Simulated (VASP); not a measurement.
# Zr (P6_3/mmc) in VASP: notebook

Zr is run at these levels: LDA; tasks: single point, relaxation of cell and atoms.

All numbers are computed with VASP 6.6.1; they aren't measurements. Logs are shortened: lines on timing, memory, paths and dates and some standing lists are left out, and cuts for length are marked.

### 1 The cell of the first run

The structure is hexagonal, space group P6_3/mmc (No. 194). Conventional cell: a = 3.143 Å, b = 3.143 Å, c = 5.100 Å, α = 90.00°, β = 90.00°, γ = 120.00°. Within 4.1 Å of Zr (site symmetry -6m2) lie 12 Zr at 3.13 to 3.14 Å.

### 2 Single point, LDA

The input, INCAR:

```
PREC = Accurate ; ENCUT = 520
EDIFF = 1E-6 ; ISMEAR = -1
SIGMA = 0.1 ; LREAL = False
LASPH = True ; NELM = 60
ALGO = Normal ; ISIF = 2
LWAVE = False ; LCHARG = False
NBANDS = 19
```

The input, KPOINTS:

```
regular mesh
0
Gamma
  8 8 5
```

The input, POSCAR:

```
Zr
1.0
    3.1430322647      0.0000000000      0.0000000000
   -1.5715161324      2.7219457861      0.0000000000
    0.0000000000      0.0000000000      5.1000688577
Zr
2
Direct
    0.3333333333      0.6666666667      0.2500000000
    0.6666666667      0.3333333333      0.7500000000
```

Potentials or basis: VASP PAW LDA potentials, release 64 (Zr_sv).

The run is started by

```bash
cat potpaw_LDA.64/Zr_sv/POTCAR > POTCAR
mpirun -np 1 vasp_std > vasp.out
```

OUTCAR:

```text
PREC = Accurate
   ENCUT = 520
   EDIFF = 1E-6
   ISMEAR = -1
   LREAL = False
   LASPH = True
   NELM = 60
   ISIF = 2

 ion  position               nearest neighbor table
   1  0.333  0.667  0.250-   2 3.13   2 3.13   2 3.13   2 3.13   2 3.13   2 3.13
   2  0.667  0.333  0.750-   1 3.13   1 3.13   1 3.13   1 3.13   1 3.13   1 3.13

  LATTYP: Found a hexagonal cell.
 ALAT       =     3.1430322647
 C/A-ratio  =     1.6226587665

  Lattice vectors:

 A1 = (   3.1430322647,   0.0000000000,   0.0000000000)
 A2 = (  -1.5715161324,   2.7219457861,   0.0000000000)
 A3 = (   0.0000000000,   0.0000000000,   5.1000688577)

Analysis of symmetry for initial positions (statically):
=====================================================================
 Subroutine PRICEL returns:
 Original cell was already a primitive cell.

 Routine SETGRP: Setting up the symmetry group for a
 hexagonal supercell.

 Subroutine GETGRP returns: Found 24 space group operations
 (whereof 12 operations were pure point group operations)
 out of a pool of 24 trial point group operations.

The static configuration has the point symmetry D_3d.
 The point group associated with its full space group is D_6h.

Analysis of symmetry for dynamics (positions and initial velocities):
=====================================================================
 Subroutine PRICEL returns:
 Original cell was already a primitive cell.

 Routine SETGRP: Setting up the symmetry group for a
 hexagonal supercell.

 Subroutine GETGRP returns: Found 24 space group operations
 (whereof 12 operations were pure point group operations)
 out of a pool of 24 trial point group operations.

The dynamic configuration has the point symmetry D_3d.
 The point group associated with its full space group is D_6h.

 Subroutine INISYM returns: Found 24 space group operations
 (whereof 12 operations are pure point group operations),
 and found     1 'primitive' translations

----------------------------------------------------------------------------------------

                                     Primitive cell

  volume of cell :      43.6319

  direct lattice vectors                    reciprocal lattice vectors
     3.143032265  0.000000000  0.000000000     0.318164090  0.183692123  0.000000000
    -1.571516132  2.721945786  0.000000000     0.000000000  0.367384246  0.000000000
     0.000000000  0.000000000  5.100068858     0.000000000  0.000000000  0.196075784

  length of vectors
     3.143032265  3.143032265  5.100068858     0.367384246  0.367384246  0.196075784

  position of ions in fractional coordinates (direct lattice)
     0.333333333  0.666666667  0.250000000
     0.666666667  0.333333333  0.750000000

  ion indices of the primitive-cell ions
   primitive index   ion index
                 1           1
                 2           2

----------------------------------------------------------------------------------------

 KPOINTS: regular mesh

Automatic generation of k-mesh.
 Grid dimensions read from file:
 generate k-points for:    8    8    5

 Generating k-lattice:

  Cartesian coordinates                     Fractional coordinates (reciprocal lattice)
     0.039770511  0.022961515  0.000000000     0.125000000  0.000000000  0.000000000
     0.000000000  0.045923031  0.000000000     0.000000000  0.125000000  0.000000000
     0.000000000  0.000000000  0.039215157     0.000000000  0.000000000  0.200000000

  Length of vectors
     0.045923031  0.045923031  0.039215157

  Shift w.r.t. Gamma in fractional coordinates (k-lattice)
     0.000000000  0.000000000  0.000000000

 Subroutine IBZKPT returns following result:
 ===========================================

 Found     30 irreducible k-points:

 Following reciprocal coordinates:
            Coordinates               Weight
  0.000000  0.000000  0.000000      1.000000
  0.125000  0.000000  0.000000      6.000000
  0.250000  0.000000  0.000000      6.000000
  0.375000  0.000000  0.000000      6.000000
  0.500000  0.000000  0.000000      3.000000
  0.125000  0.125000  0.000000      6.000000
[... 16 lines left out ...]
  0.250000  0.000000  0.400000     12.000000
  0.375000  0.000000  0.400000     12.000000
 [... further k-points ...]
   k-points           NKPTS =     30   k-points in BZ     NKDIM =     30   number of bands    NBANDS=     19
   number of dos      NEDOS =    301   number of ions     NIONS =      2
   total plane-waves  NPLWV =  23040
   dimension x,y,z NGX =    24 NGY =   24 NGZ =   40
   dimension x,y,z NGXF=    48 NGYF=   48 NGZF=   80
   ions per type =               2
   NGX,Y,Z   is equivalent  to a cutoff of  12.69, 12.69, 13.04 a.u.
   NGXF,Y,Z  is equivalent  to a cutoff of  25.39, 25.39, 26.08 a.u.
 SYSTEM =  unknown system
   PREC   = accura    normal or accurate (medium, high low for compatibility)
   ISTART =      0    job   : 0-new  1-cont  2-samecut
   ICHARG =      2    charge: 1-file 2-atom 10-const
   ISPIN  =      1    spin polarized calculation?
   LNONCOLLINEAR =      F non collinear calculations
   LSORBIT =      F    spin-orbit coupling
   LASPH  =      T    aspherical Exc in radial PAW
   ENCUT  =  520.0 eV  38.22 Ry    6.18 a.u.   5.84  5.84  9.48*2*pi/ulx,y,z
   NELM   =     60;   NELMIN=  2; NELMDL= -5     # of ELM steps
   EDIFF  = 0.1E-05   stopping-criterion for ELM
   LREAL  =      F    real-space projection
[... 7 lines left out ...]
   TEBEG  =    0.0;   TEEND  =   0.0 temperature during run
   PSTRESS=    0.0 pullay stress
   NELECT =      24.0000    total number of electrons
   NUPDOWN=      -1.0000    fix difference up-down
   EMIN   =  10.00;   EMAX   =-10.00  energy-range for DOS
   EFERMI =   0.00;   METHOD = LEGACY
   ISMEAR =    -1;   SIGMA  =   0.10  broadening in eV -4-tet -1-fermi 0-gaus
   EFERMI_NEDOS =   21; number of points for ismear=-14 and -15
   IALGO  =     38    algorithm
   IMIX   =      4    mixing-type and parameters
     AMIX     =   0.40;   BMIX     =  1.00
     AMIX_MAG =   1.60;   BMIX_MAG =  1.00
  volume/ion in A,a.u.               =      21.82       147.22
  Fermi-wavevector in a.u.,A,eV,Ry     =   1.341355  2.534794 24.480061  1.799234
  Thomas-Fermi vector in A             =   2.469595
   LORBIT       =      0    0 simple, 1 ext, 2 COOP (PROOUT), +10 PAW based schemes
   GGA     = CA    functional components
   LHFCALC =     F    Hartree Fock is set to
   AEXX    =    0.0000 exact exchange contribution
   IVDW    =     0    specifies the selected vdW correction
   LEPSILON=     F    determine dielectric tensor
   LRPA    =     F    only Hartree local field effects (RPA)
 non-spin polarized calculation
  energy-cutoff  :      520.00
  volume of cell :       43.63
 maximum number of plane-waves:      1189
 NGX is ok and might be reduce to    24
   NGX = 11   NGY = 11   NGZ = 19

 number of electron      23.9999999 magnetization

 Free energy of the ion-electron system (eV)
  ---------------------------------------------------
  ext. energy  EPLUGINS =         0.00000000
  ---------------------------------------------------
  free energy    TOTEN  =       -18.61430178 eV

  energy without entropy =      -18.54366673  energy(sigma->0) =      -18.57898426

 E-fermi :   9.5059     XC(G=0): -11.5931

 val. band max:        9.4525894862   @ k =   0.3750   0.2500   0.4000
 cond. band min:       9.5472914330   @ k =   0.0000   0.0000   0.4000
 fundamental gap:      0.0947019468
 Fermi energy:         9.5058982712

 k-point     1 :       0.0000    0.0000    0.0000
  band No.  band energies     occupation
      1     -38.9010      2.00000
      2     -38.7078      2.00000
      3     -17.6767      2.00000
      4     -16.6001      2.00000
      5     -16.6001      2.00000
      6     -16.4631      2.00000
[... 11 lines left out ...]
     18      11.8935      0.00000
     19      14.2872      0.00000

 k-point     2 :       0.1250    0.0000    0.0000
  band No.  band energies     occupation
      1     -38.8771      2.00000
      2     -38.6966      2.00000
      3     -17.6183      2.00000
      4     -16.7376      2.00000
      5     -16.6429      2.00000
      6     -16.5818      2.00000
[... 11 lines left out ...]
     18      11.5383      0.00000
     19      14.5528      0.00000

 k-point     3 :       0.2500    0.0000    0.0000
  band No.  band energies     occupation
      1     -38.8163      2.00000
      2     -38.6718      2.00000
      3     -17.4609      2.00000
      4     -17.0666      2.00000
      5     -16.9014      2.00000
      6     -16.7398      2.00000
[... 11 lines left out ...]
     18      12.7109      0.00000
     19      14.9270      0.00000

 k-point     4 :       0.3750    0.0000    0.0000
  band No.  band energies     occupation
      1     -38.7482      2.00000
      2     -38.6535      2.00000
      3     -17.3893      2.00000
      4     -17.2595      2.00000
      5     -17.1992      2.00000
      6     -16.8309      2.00000
[... 11 lines left out ...]
     18      14.2850      0.00000
     19      15.1187      0.00000

 k-point     5 :       0.5000    0.0000    0.0000
  band No.  band energies     occupation
      1     -38.7143      2.00000
      2     -38.6513      2.00000
      3     -17.5205      2.00000
      4     -17.3175      2.00000
      5     -17.1406      2.00000
      6     -16.8674      2.00000
[... 11 lines left out ...]
     18      15.3309      0.00000
     19      16.2410      0.00000

 k-point     6 :       0.1250    0.1250    0.0000
  band No.  band energies     occupation
      1     -38.8347      2.00000
      2     -38.6786      2.00000
      3     -17.5101      2.00000
      4     -16.9264      2.00000
      5     -16.8673      2.00000
      6     -16.6712      2.00000
[... 11 lines left out ...]
     18      12.5207      0.00000
     19      14.6968      0.00000

 k-point     7 :       0.2500    0.1250    0.0000
  band No.  band energies     occupation
      1     -38.7695      2.00000
      2     -38.6576      2.00000
      3     -17.3271      2.00000
      4     -17.2278      2.00000
      5     -17.1139      2.00000
      6     -16.8162      2.00000
[... 11 lines left out ...]
     18      14.2141      0.00000
     19      14.8159      0.00000

 k-point     8 :       0.3750    0.1250    0.0000
  band No.  band energies     occupation
      1     -38.7147      2.00000
      2     -38.6510      2.00000
      3     -17.4495      2.00000
      4     -17.2598      2.00000
      5     -17.1438      2.00000
      6     -16.9292      2.00000
[... 256 lines left out ...]
 k-point    20 :       0.3750    0.2500    0.2000
  band No.  band energies     occupation
      1     -38.6807      2.00000
      2     -38.6594      2.00000
      3     -17.4047      2.00000
      4     -17.2864      2.00000
      5     -17.1794      2.00000
      6     -16.9379      2.00000
[... 11 lines left out ...]
     18      14.6596      0.00000
     19      16.7449      0.00000

 k-point    21 :       0.0000    0.0000    0.4000
  band No.  band energies     occupation
      1     -38.8353      2.00000
      2     -38.7755      2.00000
      3     -17.2786      2.00000
      4     -16.9047      2.00000
      5     -16.5457      2.00000
      6     -16.5457      2.00000
[... 11 lines left out ...]
     18      13.2899      0.00000
     19      14.0938      0.00000

 k-point    22 :       0.1250    0.0000    0.4000
  band No.  band energies     occupation
      1     -38.8155      2.00000
      2     -38.7598      2.00000
      3     -17.2723      2.00000
      4     -16.9509      2.00000
      5     -16.6540      2.00000
      6     -16.5806      2.00000
[... 11 lines left out ...]
     18      13.2689      0.00000
     19      14.0673      0.00000

 k-point    23 :       0.2500    0.0000    0.4000
  band No.  band energies     occupation
      1     -38.7669      2.00000
      2     -38.7222      2.00000
      3     -17.3229      2.00000
      4     -17.1593      2.00000
      5     -16.8337      2.00000
      6     -16.6773      2.00000
[... 11 lines left out ...]
     18      13.4464      0.00000
     19      14.0727      0.00000

 k-point    24 :       0.3750    0.0000    0.4000
  band No.  band energies     occupation
      1     -38.7156      2.00000
      2     -38.6863      2.00000
      3     -17.5068      2.00000
      4     -17.4257      2.00000
      5     -16.8607      2.00000
      6     -16.7411      2.00000
[... 11 lines left out ...]
     18      14.2756      0.00000
     19      14.6214      0.00000

 [... further k-points ...]
[... 5 lines left out ...]
  --------------------------------------------------------------------------------------
  -------------------------------------------------------------------------------------
  Total        0.0222049      0.0222049      0.0372622     -0.0000000      0.0000000      0.0000000
  in kB        0.8153718      0.8153718      1.3682806     -0.0000000      0.0000000      0.0000000
  external PRESSURE =       0.9996747 kB  Pullay stress =       0.0000000 kB

 VOLUME and BASIS-vectors are now :
 -----------------------------------------------------------------------------
  energy-cutoff  :      520.00
  volume of cell :       43.63
      direct lattice vectors                 reciprocal lattice vectors
     3.143032265  0.000000000  0.000000000     0.318164090  0.183692123  0.000000000
    -1.571516132  2.721945786  0.000000000     0.000000000  0.367384246  0.000000000
     0.000000000  0.000000000  5.100068858     0.000000000  0.000000000  0.196075784

 POSITION                                       TOTAL-FORCE (eV/Angst)
 -----------------------------------------------------------------------------------
     -0.00000      1.81463      1.27502        -0.000000     -0.000000      0.000000
      1.57152      0.90732      3.82505         0.000000      0.000000      0.000000
 -----------------------------------------------------------------------------------
    total drift:                               -0.000000      0.000000     -0.000000

  FREE ENERGIE OF THE ION-ELECTRON SYSTEM (eV)
  ---------------------------------------------------
  free  energy   TOTEN  =       -18.6143017830 eV

  energy  without entropy=      -18.5436667340  energy(sigma->0) =      -18.57898426
```

It took 19 s on 1 thread of Intel Xeon 6975P-C, shared host; peak memory 0.15 GiB.

Results:

| Property | Result |
| --- | --- |
| Free energy | -18.6143 eV |
| Pressure | 0.1 GPa |
| Band gap on the k mesh | zero (band 12 reaches 10.41 eV, above the bottom of band 13 at 9.25 eV) |

### 3 Relaxation of cell and atoms, LDA

This run uses another cell than the first one, of 23.28 Å³/atom, 1.067 times its volume.

The input, INCAR:

```
SYSTEM = Zr
PREC = Accurate
ENCUT = 600
EDIFF = 1E-7
ISMEAR = -1
SIGMA = 0.1
LREAL = .FALSE.
LASPH = .TRUE.
NELM = 100
ALGO = Normal
ISIF = 3
LWAVE = .FALSE.
LCHARG = .FALSE.
IBRION = 2
NSW = 60
EDIFFG = -0.03
```

The input, KPOINTS:

```
regular mesh
0
G
  8 8 5
  0 0 0
```

The input, POSCAR:

```
Zr
1.0
    3.2320000000      0.0000000000      0.0000000000
   -1.6160000000      2.7989941000      0.0000000000
    0.0000000000      0.0000000000      5.1470000000
Zr
2
Direct
    0.3333333339      0.6666666679      0.2500000000
    0.6666666661      0.3333333321      0.7500000000
```

Potentials or basis: VASP PAW LDA potentials, release 64 (Zr_sv).

The run is started by

```bash
cat potpaw_LDA.64/Zr_sv/POTCAR > POTCAR
mpirun -np 1 vasp_std > vasp.out
```

Wall time 1.9 min (1 thread of Intel Xeon 6975P-C, shared host); peak memory 0.17 GiB.

Results (log left out):

| Quantity | Value |
| --- | --- |
| Free energy | -18.6152 eV |
| Relaxed volume | 21.83 Å³/atom |
| Relaxed cell | a = 3.144 Å, b = 3.144 Å, c = 5.099 Å, α = 90.00°, β = 90.00°, γ = 120.00° |
| Space group after relaxing (to 0.05 Å) | P6_3/mmc (No. 194) |
| Energy gained by relaxing | 28.3 meV/atom |
| Ionic steps | 6 |
| Pressure after relaxing | 0.1 GPa |
| Band gap on the k mesh | zero (band 12 reaches 10.40 eV, above the bottom of band 13 at 9.24 eV) |

Step by step:
```tsv
step	energy change (eV)	largest force (eV/Å)	pressure (GPa)	volume (Å³)
1	0.0000	0.0000	-5.85	46.56
2	0.0022	0.0000	7.22	41.06
3	-0.0546	0.0000	-0.02	43.75
4	-0.0546	0.0000	0.11	43.69
5	-0.0561	0.0000	0.08	43.67
6	-0.0566	0.0000	0.06	43.66
```

Final structure:
```
Zr
1.0
     3.14421    0.00000    0.00000
    -1.57211    2.72297    0.00000
     0.00000    0.00000    5.09945
Zr
2
Direct
  0.33333 0.66667 0.25000
  0.66667 0.33333 0.75000
```

Levels at points of the mesh, in eV from the Fermi level:
| k point | band 9 | band 10 | band 11 | band 12 | band 13 | band 14 | band 15 | band 16 |
| --- | --- | --- | --- | --- | --- | --- | --- | --- |
| (0.00, 0.00, 0.00) | -5.70 | -3.18 | 0.88 | 0.90 | 0.90 | 1.40 | 1.61 | 1.61 |
| (0.50, 0.00, 0.00) | -2.78 | -2.57 | -2.33 | 0.09 | 0.63 | 0.78 | 1.50 | 5.41 |
